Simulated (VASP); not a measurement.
Input of a VASP 6.6.1 run:

File INCAR:

```
PREC = Accurate
ENCUT = 520
EDIFF = 1E-7
ISMEAR = -1
SIGMA = 0.05
LREAL = F
LASPH = T
NELM = 60
ALGO = Normal
ISIF = 2
LWAVE = F
LCHARG = F
GGA = CA
NBANDS = 55
```

Contents of KPOINTS:

```
regular mesh
0
Gamma
  9 9 5
```

The input POSCAR:

```
Ga2O3
1.0
    6.1873644791     -1.5385332127      0.0000000000
    6.1873644791      1.5385332127      0.0000000000
   -1.4042276835      0.0000000000      5.7040962965
Ga O
4 6
Direct
    0.3413400000      0.3413400000      0.6859800000
    0.6586600000      0.6586600000      0.3140200000
    0.9095000000      0.9095000000      0.2054000000
    0.0905000000      0.0905000000      0.7946000000
    0.5041000000      0.5041000000      0.7434000000
    0.4959000000      0.4959000000      0.2566000000
    0.8267000000      0.8267000000      0.4368000000
    0.1733000000      0.1733000000      0.5632000000
    0.8355000000      0.8355000000      0.8902000000
    0.1645000000      0.1645000000      0.1098000000
```

Potentials or basis: VASP PAW LDA potentials, release 64 (Ga_d, O).

The run is started by

```sh
$ cat potpaw_LDA.64/Ga_d/POTCAR potpaw_LDA.64/O/POTCAR > POTCAR
$ mpirun -np 1 vasp_std > vasp.out
```

(1) Predict the pressure.

(2) Predict the band gap on the k mesh.

## Answers

(1) -9.7 GPa.

(2) 1.98 eV (least direct gap 2.01 eV).

Caveat: the cell stands under tension; an odd mesh through Γ misses points on the zone boundary, where band edges can lie.
